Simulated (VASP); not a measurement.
A run of VASP 6.6.1 is set up as follows.

INCAR

```
SYSTEM = SrO
PREC     = Accurate       ! precision mode
ENCUT    = 1340           ! plane-wave cutoff, eV
EDIFF    = 1E-6           ! SCF threshold, eV
ISMEAR   = -1             ! smearing method
SIGMA    = 0.02           ! smearing width, eV
LREAL    = .FALSE.        ! projectors in reciprocal space
LASPH    = .TRUE.         ! aspherical terms in the spheres
NELM     = 120            ! most SCF steps
ALGO     = Normal         ! electronic algorithm
ISIF     = 2              ! what is computed and relaxed
LWAVE    = .FALSE.        ! write WAVECAR
LCHARG   = .FALSE.        ! write CHGCAR
GGA      = CA             ! functional
NBANDS   = 15             ! bands
GGA_COMPAT= .FALSE.
```

The input KPOINTS:

```
Automatic mesh
0
G
  8 8 8
  0 0 0
```

Contents of POSCAR:

```
SrO
1.0
    3.0397233810      0.0000000000      0.0000000000
    0.0000000000      3.0397233810      0.0000000000
    0.0000000000      0.0000000000      3.0397233810
Sr O
1 1
Direct
    0.0000000000      0.0000000000      0.0000000000
    0.5000000000      0.5000000000      0.5000000000
```

Potentials or basis: VASP PAW LDA potentials, release 64 (Sr_sv, O_h).

Run with:

```console
$ cat potpaw_LDA.64/Sr_sv/POTCAR potpaw_LDA.64/O_h/POTCAR > POTCAR
$ mpirun -np 1 vasp_std > vasp.out
```

(1) What does it give for the pressure?

(2) Estimate the band gap on the k mesh.

## Answers

(1) 1.1 GPa.

(2) 2.58 eV (least direct gap 2.59 eV).

Caveat: the structure was generated, so it needn't be the stable form of SrO.
